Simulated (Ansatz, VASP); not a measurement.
## TaN: VASP beside Ansatz

```
CELL_PARAMETERS angstrom
3.06013 0.00000 0.00000
-1.53007 2.65015 0.00000
0.00000 0.00000 4.95641
ATOMIC_POSITIONS crystal
Ta 0.33333 0.66667 0.00000
Ta 0.66667 0.33333 0.50000
N 0.33333 0.66667 0.38500
N 0.66667 0.33333 0.88500
```

Change from the starting cell: volume scaled by 1.01, PAW files.

Alike in both runs: task electric field gradients; functional LDA; k mesh 9 × 9 × 5; occupations fermi-dirac, width 0.03 eV; no spin polarisation.

|  | VASP | Ansatz |
| --- | --- | --- |
| version | VASP 6.6.1 | Ansatz 0.2.0 |
| potentials or method | VASP PAW LDA potentials, release 64 (Ta_pv, N) | PAW with Ansatz's default frozen-core files, scalar-relativistic |
| plane-wave cutoff (eV) | 520 | 420 |
| valence electrons in the cell | 32 | 36 |

|  | VASP | Ansatz | Ansatz less VASP |
| --- | --- | --- | --- |
| pressure (GPa) | 115.4 | 111.3 | -4.12 |
| traceless stress, the component that is largest in VASP (GPa) | -16.26 | -15.74 | +0.512 |
| rms of the force components (eV/Å) | 1.277 | 1.273 | -0.0040 |
| size of Vzz on the site where it differs most (V/Å²) | 123.9 | 128.7 | +4.81 |

LDA's correlation is that of Perdew and Zunger in VASP and of Perdew and Wang (1992) in Ansatz. Atom by atom the forces differ by 0.004 eV/Å (rms over components). Both programs put the cell under a high pressure, so it lies far from rest at this level. VASP's potentials hold 32 valence electrons a cell and Ansatz's 36, so a difference there can come from the potentials and not from the codes.

Spin-orbit coupling is off throughout. Noted on VASP's run: the cell as given lies far from equilibrium.
